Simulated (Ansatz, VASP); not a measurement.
## Two plane-wave programs on GaP

```xyz
2
Lattice="0.0000 2.7253 2.7253 2.7253 0.0000 2.7253 2.7253 2.7253 0.0000" Properties=species:S:1:pos:R:3 pbc="T T T"
Ga    0.0000    0.0000    0.0000
P     1.3626    1.3626    1.3626
```

Alike in both runs: task single point; functional r2SCAN; k mesh 8 × 8 × 8; occupations gaussian, width 0.01 eV; no spin polarisation.

|  | VASP | Ansatz |
| --- | --- | --- |
| version | VASP 6.6.1 | Ansatz 0.2.0 |
| potentials or method | VASP PAW PBE potentials, release 64 (Ga_d, P) | scalar-relativistic, plane waves, PAW |
| plane-wave cutoff (eV) | 520 | 500 |
| valence electrons in the cell | 18 | 18 |

|  | VASP | Ansatz | Ansatz less VASP |
| --- | --- | --- | --- |
| gap on the k mesh at the Fermi level (eV) | 1.90 | 1.89 | -0.008 |
| least direct gap on the mesh (eV) | 2.34 | 2.36 | +0.021 |

VASP's potentials were made for PBE, not for r2SCAN.
